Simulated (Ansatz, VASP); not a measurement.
Au: VASP beside Ansatz

POSCAR

```
Au
1.0
   -1.6158372750      1.6158372750      1.6158372750
    1.6158372750     -1.6158372750      1.6158372750
    1.6158372750      1.6158372750     -1.6158372750
Au
1
Direct
    0.0000000000      0.0000000000      0.0000000000
```

File INCAR.step1:

```
SYSTEM = Au
ALGO     = Normal         ! electronic algorithm
EDIFF    = 1E-4           ! SCF threshold, eV
ENCUT    = 520            ! plane-wave cutoff, eV
GGA      = PE             ! functional
ISMEAR   = 0              ! smearing method
LASPH    = .TRUE.         ! aspherical terms in the spheres
LCHARG   = .FALSE.        ! write CHGCAR
LREAL    = .FALSE.        ! projectors in reciprocal space
LWAVE    = .TRUE.         ! write WAVECAR
NBANDS   = 12             ! bands
NELM     = 80             ! most SCF steps
PREC     = Accurate       ! precision mode
SIGMA    = 0.15           ! smearing width, eV
```

INCAR.step2

```
SYSTEM = Au
ALGO     = Normal         ! electronic algorithm
EDIFF    = 1E-6           ! SCF threshold, eV
ENCUT    = 520            ! plane-wave cutoff, eV
ISIF     = 2              ! what is computed and relaxed
ISMEAR   = 0              ! smearing method
ISTART   = 1            
LASPH    = .TRUE.         ! aspherical terms in the spheres
LCHARG   = .FALSE.        ! write CHGCAR
LMIXTAU  = .TRUE.       
LREAL    = .FALSE.        ! projectors in reciprocal space
LWAVE    = .FALSE.        ! write WAVECAR
METAGGA  = R2SCAN         ! meta-GGA
NBANDS   = 12             ! bands
NELM     = 80             ! most SCF steps
PREC     = Accurate       ! precision mode
SIGMA    = 0.15           ! smearing width, eV
```

File KPOINTS:

```
k-points
0
G
  20 20 20
  0 0 0
```

Input for Ansatz:

```yaml
crystal:
  lattice:
    - [-1.615837275, 1.615837275, 1.615837275]
    - [1.615837275, -1.615837275, 1.615837275]
    - [1.615837275, 1.615837275, -1.615837275]
  atoms:
    - { symbol: Au, position: [0.0, 0.0, 0.0] }
basis:
  ecutwfc: 500
kpoints:
  mp_grid: { grid: [20, 20, 20] }
hamiltonian:
  xc: r2scan
scf:
  occupations: { method: gaussian, width: 0.15 }
output:
  forces: true
  stress: true
  eigenvalues: true
```

Change from the starting cell: strain -0.025 along x and y, -0.025 along z, atoms carried along.

Alike in both runs: task single point; functional r2SCAN; k mesh 20 × 20 × 20; occupations gaussian, width 0.15 eV; no spin polarisation.

|  | VASP | Ansatz |
| --- | --- | --- |
| version | VASP 6.6.1 | Ansatz 0.2.0 |
| potentials or method | VASP PAW PBE potentials, release 64 (Au), cutoff 520 eV | scalar-relativistic, plane waves, PAW |
| valence electrons in the cell | 11 | 19 |

Ansatz gave:

```
gap on the k mesh at the Fermi level (eV) : none
pressure (GPa)                            : 7.1
```

**Question.** What did VASP give for the same quantities?

**Answer.** gap on the k mesh at the Fermi level (eV): none; pressure (GPa): 7.4.

VASP's potentials were made for PBE, not for r2SCAN. A gap of «none» marks a metal or a gap that the smearing closes. VASP's potentials hold 11 valence electrons a cell and Ansatz's 19, so a difference there can come from the potentials and not from the codes.

Neither program's run includes spin-orbit coupling.
